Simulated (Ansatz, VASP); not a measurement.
PtSe: VASP beside Ansatz

```
Pt Se
1.0
     0.00000    3.03745    3.03745
     3.03745    0.00000    3.03745
     3.03745    3.03745    0.00000
Pt Se
1 1
Direct
  0.00000 0.00000 0.00000
  0.25000 0.25000 0.25000
```

Alike in both runs: task single point; functional HSE06; k mesh 4 × 4 × 4; occupations fermi-dirac, width 0.05 eV; non-collinear spin, spin-orbit coupling.

```csv
,VASP,Ansatz
version,VASP 6.6.1,Ansatz 0.2.0
potentials or method,"VASP PAW PBE potentials, release 64 (Pt, Se)",Ansatz PAW
plane-wave cutoff (eV),520,420
valence electrons in the cell,16,34
```

```csv
,VASP,Ansatz,Ansatz less VASP
pressure (GPa),-13.2,-13.4,-0.18
```

VASP's potentials hold 16 valence electrons a cell and Ansatz's 34, so a difference there can come from the potentials and not from the codes.

The k mesh is coarse, so the values compare programs but aren't converged.
